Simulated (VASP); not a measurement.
# TiSi (WC type) (P-6m2) in VASP: a series of runs

Runs on TiSi (WC type). Level: PBEsol. Tasks: relaxation of cell and atoms.

All numbers are computed with VASP 6.6.1; they aren't measurements. Logs are shortened: lines on timing, memory, paths and dates and some standing lists are left out, and cuts for length are marked.

### Step 1. The cell of the first run

It takes space group P-6m2 (No. 187, hexagonal). Conventional cell: a = 2.625 Å, b = 2.625 Å, c = 4.028 Å, α = 90.00°, β = 90.00°, γ = 120.00°. Ti (site symmetry -6m2) has 6 Si at 2.52 Å and 6 Ti at 2.62 Å within 3.3 Å. Si (site symmetry -6m2) has 6 Ti at 2.52 Å and 6 Si at 2.62 Å within 3.3 Å.

### Step 2. Relaxation of cell and atoms, PBEsol, target pressure 40 GPa, at which the enthalpy is minimised

Contents of INCAR:

```
SYSTEM = TiSi
PREC     = Accurate       ! precision mode
ENCUT    = 600            ! plane-wave cutoff, eV
EDIFF    = 1E-6           ! SCF threshold, eV
ISMEAR   = -1             ! smearing method
SIGMA    = 0.1            ! smearing width, eV
LREAL    = .FALSE.        ! projectors in reciprocal space
LASPH    = .TRUE.         ! aspherical terms in the spheres
NELM     = 100            ! most SCF steps
ALGO     = Normal         ! electronic algorithm
ISIF     = 3              ! what is computed and relaxed
LWAVE    = .FALSE.        ! write WAVECAR
LCHARG   = .FALSE.        ! write CHGCAR
GGA      = PS             ! functional
IBRION   = 2              ! ionic algorithm
NSW      = 32             ! ionic steps
EDIFFG   = -0.005         ! ionic threshold
PSTRESS  = 400.0
```

Contents of KPOINTS:

```
regular mesh
0
G
  14 14 13
  0 0 0
```

Contents of POSCAR:

```
TiSi
1.0
    2.6246018539      0.0000000000      0.0000000000
   -1.3123009270      2.2729718803      0.0000000000
    0.0000000000      0.0000000000      4.0278125856
Ti Si
1 1
Direct
    0.0000000000      0.0000000000      0.0000000000
    0.3333333333      0.6666666667      0.5000000000
```

Potentials or basis: VASP PAW PBE potentials, release 64 (Ti_sv, Si).

Run with:

```sh
cat potpaw_PBE.64/Ti_sv/POTCAR potpaw_PBE.64/Si/POTCAR > POTCAR
mpirun -np 1 vasp_std > vasp.out
```

OUTCAR:

```text
SYSTEM = TiSi
   PREC = Accurate
   ENCUT = 600
   EDIFF = 1E-6
   ISMEAR = -1
   LREAL = .FALSE.
   LASPH = .TRUE.
   NELM = 100
   ISIF = 3
   GGA = PS
   IBRION = 2
   NSW = 32
   EDIFFG = -0.005
   PSTRESS = 400.0

 ion  position               nearest neighbor table
   1  0.000  0.000  0.000-   2 2.52   2 2.52   2 2.52   2 2.52   2 2.52   2 2.52
   2  0.333  0.667  0.500-   1 2.52   1 2.52   1 2.52   1 2.52   1 2.52   1 2.52

  LATTYP: Found a hexagonal cell.
 ALAT       =     2.6246018539
 C/A-ratio  =     1.5346375602

  Lattice vectors:

 A1 = (   2.6246018539,   0.0000000000,   0.0000000000)
 A2 = (  -1.3123009270,   2.2729718803,   0.0000000000)
 A3 = (   0.0000000000,   0.0000000000,   4.0278125856)

Analysis of symmetry for initial positions (statically):
=====================================================================
 Subroutine PRICEL returns:
 Original cell was already a primitive cell.

 Routine SETGRP: Setting up the symmetry group for a
 hexagonal supercell.

 Subroutine GETGRP returns: Found 12 space group operations
 (whereof 12 operations were pure point group operations)
 out of a pool of 24 trial point group operations.

The static configuration has the point symmetry D_3h.

Analysis of symmetry for dynamics (positions and initial velocities):
=====================================================================
 Subroutine PRICEL returns:
 Original cell was already a primitive cell.

 Routine SETGRP: Setting up the symmetry group for a
 hexagonal supercell.

 Subroutine GETGRP returns: Found 12 space group operations
 (whereof 12 operations were pure point group operations)
 out of a pool of 24 trial point group operations.

The dynamic configuration has the point symmetry D_3h.

 Subroutine INISYM returns: Found 12 space group operations
 (whereof 12 operations are pure point group operations),
 and found     1 'primitive' translations

----------------------------------------------------------------------------------------

                                     Primitive cell

  volume of cell :      24.0285

  direct lattice vectors                    reciprocal lattice vectors
     2.624601854  0.000000000  0.000000000     0.381010171  0.219976325  0.000000000
    -1.312300927  2.272971880  0.000000000     0.000000000  0.439952649  0.000000000
[... 94 lines left out ...]
   TEBEG  =    0.0;   TEEND  =   0.0 temperature during run
   PSTRESS=  400.0 pullay stress
   NELECT =      16.0000    total number of electrons
   NUPDOWN=      -1.0000    fix difference up-down
   EMIN   =  10.00;   EMAX   =-10.00  energy-range for DOS
   EFERMI =   0.00;   METHOD = LEGACY
   ISMEAR =    -1;   SIGMA  =   0.10  broadening in eV -4-tet -1-fermi 0-gaus
   EFERMI_NEDOS =   21; number of points for ismear=-14 and -15
   IALGO  =     38    algorithm
   IMIX   =      4    mixing-type and parameters
     AMIX     =   0.40;   BMIX     =  1.00
     AMIX_MAG =   1.60;   BMIX_MAG =  1.00
  volume/ion in A,a.u.               =      12.01        81.08
  Fermi-wavevector in a.u.,A,eV,Ry     =   1.429572  2.701499 27.805886  2.043675
  Thomas-Fermi vector in A             =   2.549511
   LORBIT       =      0    0 simple, 1 ext, 2 COOP (PROOUT), +10 PAW based schemes
   GGA     = PS    functional components
   LHFCALC =     F    Hartree Fock is set to
   AEXX    =    0.0000 exact exchange contribution
   IVDW    =     0    specifies the selected vdW correction
   LEPSILON=     F    determine dielectric tensor
   LRPA    =     F    only Hartree local field effects (RPA)
 conjugate gradient relaxation of ions
 non-spin polarized calculation
  energy-cutoff  :      600.00
  volume of cell :       24.03
 maximum number of plane-waves:       816
 NGX is ok and might be reduce to    24
   NGX = 11   NGY = 11   NGZ = 17

--------------------------------------- Ionic step        1  -------------------------------------------

 number of electron      16.0000000 magnetization

 Free energy of the ion-electron system (eV)
  ---------------------------------------------------
  ext. energy  EPLUGINS =         0.00000000
  ---------------------------------------------------
  free energy    TOTEN  =       -14.68928498 eV

  energy without entropy =      -14.65695315  energy(sigma->0) =      -14.67311907

------------------------ aborting loop because EDIFF is reached ----------------------------------------

  FORCE on cell =-STRESS in cart. coord.  units (eV):
  Direction    XX          YY          ZZ          XY          YZ          ZX
  --------------------------------------------------------------------------------------
  -------------------------------------------------------------------------------------
  Total        5.9651043      5.9651043      6.0016285     -0.0000000     -0.0000000      0.0000000
  in kB      397.7423859    397.7423859    400.1777514     -0.0000000     -0.0000000      0.0000000
  external PRESSURE =      -1.4458256 kB  Pullay stress =     400.0000000 kB
[... 177 lines left out ...]
--------------------------------------- Ionic step        6  -------------------------------------------

 number of electron      16.0000000 magnetization

 Free energy of the ion-electron system (eV)
  ---------------------------------------------------
  ext. energy  EPLUGINS =         0.00000000
  ---------------------------------------------------
  free energy    TOTEN  =       -14.68622586 eV

  energy without entropy =      -14.65401259  energy(sigma->0) =      -14.67011923

 E-fermi :  12.2597     XC(G=0): -12.7782

 val. band max:       12.2522442473   @ k =   0.2143   0.0000   0.1538
 cond. band min:      12.2951629353   @ k =   0.4286   0.1429   0.2308
 fundamental gap:      0.0429186881
 Fermi energy:        12.2596954499

 k-point     1 :       0.0000    0.0000    0.0000
  band No.  band energies     occupation
      1     -43.5602      2.00000
      2     -20.1376      2.00000
      3     -19.1744      2.00000
      4     -19.1744      2.00000
      5      -0.7763      2.00000
      6       9.2593      2.00000
      7       9.3621      2.00000
      8      13.6169      0.00000
      9      13.6169      0.00000
     10      15.7381      0.00000
     11      15.7381      0.00000
     12      17.9844      0.00000
[... 331 lines left out ...]
 k-point    24 :       0.3571    0.2857    0.0000
  band No.  band energies     occupation
      1     -43.2529      2.00000
      2     -20.2106      2.00000
      3     -20.0022      2.00000
      4     -19.8432      2.00000
      5       7.1336      2.00000
      6       7.6548      2.00000
      7       8.9219      2.00000
      8       9.9616      2.00000
      9      11.5705      1.99797
     10      14.2110      0.00000
     11      14.9251      0.00000
     12      17.6166      0.00000

 [... further k-points ...]
[... 5 lines left out ...]
  --------------------------------------------------------------------------------------
  -------------------------------------------------------------------------------------
  Total        5.9894651      5.9894651      5.9895708     -0.0000000      0.0000000     -0.0000000
  in kB      399.5715594    399.5715594    399.5786114     -0.0000000      0.0000000     -0.0000000
  external PRESSURE =      -0.4260899 kB  Pullay stress =     400.0000000 kB
[... 21 lines left out ...]
  energy  without entropy=      -14.6540125929  energy(sigma->0) =      -14.67011923

  enthalpy is  TOTEN    =        -8.6903385825 eV   P V=        5.9958872764

 reached required accuracy - stopping structural energy minimisation
```

OSZICAR:

```text
N       E                     dE             d eps       ncg     rms          rms(c)
DAV:   1     0.119025203580E+03    0.11903E+03   -0.89837E+03  4032   0.169E+03
DAV:   2    -0.814409884060E+01   -0.12717E+03   -0.12249E+03  4080   0.385E+02
DAV:   3    -0.154928406158E+02   -0.73487E+01   -0.69729E+01  5868   0.865E+01
DAV:   4    -0.157842820957E+02   -0.29144E+00   -0.29034E+00  4904   0.153E+01
[... 40 lines left out ...]
       N       E                     dE             d eps       ncg     rms          rms(c)
DAV:   1    -0.146862323404E+02    0.42898E-03   -0.22098E-04  4352   0.241E-01    0.190E-02
DAV:   2    -0.146862273312E+02    0.50092E-05   -0.20711E-05  4596   0.615E-02    0.778E-03
DAV:   3    -0.146862261943E+02    0.11369E-05   -0.26430E-06  4572   0.209E-02    0.426E-03
DAV:   4    -0.146862258589E+02    0.33540E-06   -0.61457E-07  2112   0.100E-02
   6 F= -.86903386E+01 E0= -.86742319E+01  d E =-.328323E-05
```

CONTCAR:

```text
TiSi
   1.00000000000000
     2.6234519672826577   -0.0000000000099506   -0.0000000000000000
    -1.3117259836999244    2.2719760492838721    0.0000000000000000
     0.0000000000000000   -0.0000000000000000    4.0292775548032509
  Ti              Si
     1     1
Direct
     0.0000000000000000    0.0000000000000000    0.0000000000000000
     0.3333333332999970    0.6666666667000030    0.5000000000000000

  0.00000000E+00  0.00000000E+00  0.00000000E+00
  0.00000000E+00  0.00000000E+00  0.00000000E+00
```

It took 76 s on 1 thread of Intel Xeon Platinum 8488C (Sapphire Rapids), shared host; peak memory 0.21 GiB.

What came out:

- Free energy: -14.6862 eV
- Relaxed volume: 12.01 Å³/atom
- Relaxed cell: a = 2.623 Å, b = 2.623 Å, c = 4.029 Å, α = 90.00°, β = 90.00°, γ = 120.00°
- Space group after relaxing (to 0.1 Å): P-6m2 (No. 187)
- Energy change on relaxing (the run minimises the enthalpy): +1.5 meV/atom
- Ionic steps: 6
- Pressure after relaxing: 40.0 GPa
- Band gap on the k mesh: zero (bands 8 and 9 overlap by 2.11 eV)

Step by step:
```csv
step,energy change (eV),largest force (eV/Å),pressure (GPa),volume (Å³)
1,0.0000,0.0000,39.86,24.03
2,0.0094,0.0000,40.28,23.99
3,0.0044,0.0000,40.09,24.01
4,0.0038,0.0000,40.06,24.01
5,0.0026,0.0000,39.95,24.02
6,0.0031,0.0000,39.96,24.02
```

Final structure:
```cif
data_structure
_symmetry_space_group_name_H-M 'P 1'
_symmetry_Int_Tables_number 1
_cell_length_a 2.6235
_cell_length_b 2.6235
_cell_length_c 4.0293
_cell_angle_alpha 90.000
_cell_angle_beta 90.000
_cell_angle_gamma 120.000
_cell_volume 24.02
loop_
_atom_site_label
_atom_site_type_symbol
_atom_site_fract_x
_atom_site_fract_y
_atom_site_fract_z
_atom_site_occupancy
Ti1 Ti 0.00000 0.00000 0.00000 1
Si1 Si 0.33333 0.66667 0.50000 1
```

Caveat: the cell is relaxed towards a set pressure, so the run minimises the enthalpy, not the energy; the PAW data sets were made with another functional, which shifts forces and pressure a little.

### Step 3. Relaxation of cell and atoms, PBEsol, target pressure 40 GPa, at which the enthalpy is minimised

This run uses another cell than the first one, of 12.85 Å³/atom.

Contents of INCAR:

```
PREC = Accurate
ENCUT = 600
EDIFF = 1E-7
ISMEAR = -1
SIGMA = 0.1
LREAL = F
LASPH = T
NELM = 60
ALGO = Normal
ISIF = 3
LWAVE = F
LCHARG = F
GGA = PS
IBRION = 2
NSW = 60
EDIFFG = -0.005
PSTRESS = 400.0
```

Contents of KPOINTS:

```
regular mesh
0
Gamma
  14 14 13
```

Contents of POSCAR:

```
TiSi
1.0
    3.1169484453      0.0000000000      0.0000000000
   -1.5584742227      2.6993565359      0.0000000000
    0.0000000000      0.0000000000      3.0546094764
Ti Si
1 1
Direct
    0.0000000000      0.0000000000      0.0000000000
    0.3333333333      0.6666666667      0.5000000000
```

Potentials or basis: VASP PAW PBE potentials, release 64 (Ti_sv, Si).

Run with:

```sh
cat potpaw_PBE.64/Ti_sv/POTCAR potpaw_PBE.64/Si/POTCAR > POTCAR
mpirun -np 1 vasp_std > vasp.out
```

Run time: 5.9 min. Hardware: 1 thread of Intel Xeon Platinum 8488C (Sapphire Rapids), shared host; peak memory 0.23 GiB.

The run converged. Its results:

```yaml
Free_energy: -14.6798 eV
Relaxed_volume: 12.00 Å³/atom
Relaxed_cell: a = 2.624 Å, b = 2.624 Å, c = 4.026 Å, α = 90.00°, β = 90.00°, γ = 120.00°
Space_group_after_relaxing_to_0.1_Å: P-6m2 (No. 187)
Energy_change_on_relaxing_the_run_minimises_the_enthalpy: -530.8 meV/atom
Ionic_steps: 13
Pressure_after_relaxing: 40.0 GPa
Band_gap_on_the_k_mesh: zero (bands 8 and 9 overlap by 2.11 eV)
```

The path:
```tsv
step	energy change (eV)	largest force (eV/Å)	pressure (GPa)	volume (Å³)
1	0.0000	0.0000	48.71	25.70
2	-1.0175	0.0000	18.15	28.22
3	-1.0929	0.0000	15.53	28.49
4	-1.2377	0.0000	14.39	28.26
5	-1.5121	0.0000	13.43	27.24
6	-0.1328	0.0000	37.92	24.06
7	-1.5121	0.0000	14.50	26.78
8	-1.4736	0.0000	15.70	26.46
9	-1.2277	0.0000	31.67	24.75
10	-1.0804	0.0000	39.32	24.09
11	-1.0684	0.0000	39.91	24.04
12	-1.0666	0.0000	39.93	24.03
13	-1.0617	0.0000	40.01	24.01
```

Final structure:
```cif
data_structure
_symmetry_space_group_name_H-M 'P 1'
_symmetry_Int_Tables_number 1
_cell_length_a 2.6242
_cell_length_b 2.6242
_cell_length_c 4.0256
_cell_angle_alpha 90.000
_cell_angle_beta 90.000
_cell_angle_gamma 120.000
_cell_volume 24.01
loop_
_atom_site_label
_atom_site_type_symbol
_atom_site_fract_x
_atom_site_fract_y
_atom_site_fract_z
_atom_site_occupancy
Ti1 Ti 0.00000 0.00000 0.00000 1
Si1 Si 0.33333 0.66667 0.50000 1
```

Levels at points of the mesh, in eV from the Fermi level:
| k point | band 4 | band 5 | band 6 | band 7 | band 8 | band 9 | band 10 | band 11 | band 12 |
| --- | --- | --- | --- | --- | --- | --- | --- | --- | --- |
| (0.00, 0.00, 0.00) | -31.43 | -13.03 | -2.98 | -2.89 | 1.36 | 1.36 | 3.48 | 3.48 | 5.76 |
| (0.50, 0.00, 0.00) | -31.73 | -6.77 | -5.84 | -3.32 | -1.97 | 2.34 | 4.17 | 5.35 | 5.36 |

Caveat: the cell is relaxed towards a set pressure, so the run minimises the enthalpy, not the energy; a cell axis changed by over 15 % at a fixed basis, so the end point is rough; the PAW data sets were made with another functional, which shifts forces and pressure a little.
